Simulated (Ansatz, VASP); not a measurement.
Two plane-wave programs on Te2Mo

INCAR

```
ALGO = Normal ; DIPOL = 0.5 0.5 0.398
EDIFF = 1E-7 ; ENCUT = 520
GGA = PE ; IDIPOL = 3
ISIF = 2 ; ISMEAR = 0
IVDW = 12 ; LASPH = True
LCHARG = True ; LDIPOL = True
LELF = True ; LREAL = False
LVACPOTAV = True ; LVHAR = True
LWAVE = False ; NBANDS = 35
NELM = 60 ; PREC = Accurate
SIGMA = 0.05
```

KPOINTS

```
k-points
0
Gamma
  9 9 1
```

The input POSCAR:

```
Te2Mo
1.0
    3.5038817216      0.0000000000      0.0000000000
   -1.7519408608      3.0344505828      0.0000000000
    0.0000000000      0.0000000000     24.7677194079
Te Mo
4 2
Direct
    0.3333333333      0.6666666667      0.1816881048
    0.3333333333      0.6666666667      0.3284056788
    0.3333333333      0.8333333333      0.4668923898
    0.3333333333      0.8333333333      0.6136099637
    0.6666666667      0.3333333333      0.2550468918
    0.0000000000      1.1666666667      0.5402511768
```

Input for Ansatz:

```yaml
crystal:
  lattice:
    - [3.5038817216, 0.0, 0.0]
    - [-1.7519408608, 3.0344505828, 0.0]
    - [0.0, 0.0, 24.7677194079]
  atoms:
    - { symbol: Te, position: [0.3333333333, 0.6666666667, 0.1816881048] }
    - { symbol: Mo, position: [0.6666666667, 0.3333333333, 0.2550468918] }
    - { symbol: Te, position: [0.3333333333, 0.6666666667, 0.3284056788] }
    - { symbol: Te, position: [0.3333333333, 0.8333333333, 0.4668923898] }
    - { symbol: Mo, position: [0.0, 1.1666666667, 0.5402511768] }
    - { symbol: Te, position: [0.3333333333, 0.8333333333, 0.6136099637] }
basis:
  ecutwfc: 420
kpoints:
  mp_grid: { grid: [9, 9, 1] }
hamiltonian:
  xc: pbe
  pseudopotentials: { kind: paw, azcp: { folder: soft_1 } }
  dispersion: d3bj
scf:
  occupations: { method: gaussian, width: 0.05 }
output:
  forces: true
  eigenvalues: true
efield:
  axis: 3
  dipole_correction: true
  ramp_width: 0.04
```

Alike in both runs: task single point; functional PBE; dispersion D3(BJ); k mesh 9 × 9 × 1; occupations gaussian, width 0.05 eV; no spin polarisation.

```csv
,VASP,Ansatz
version,VASP 6.6.1,Ansatz 0.2.0
potentials or method,"VASP PAW PBE potentials, release 64 (Te, Mo_sv), cutoff 520 eV","scalar-relativistic, plane waves, PAW"
valence electrons in the cell,52,92
```

```csv
,VASP,Ansatz,Ansatz less VASP
gap on the k mesh at the Fermi level (eV),0.98,0.99,+0.005
least direct gap on the mesh (eV),1.17,1.17,0.000
rms of the force components (eV/Å),0.122,0.127,+0.0048
```

VASP's potentials hold 52 valence electrons a cell and Ansatz's 92, so a difference there can come from the potentials and not from the codes.

Spin-orbit coupling is off throughout.
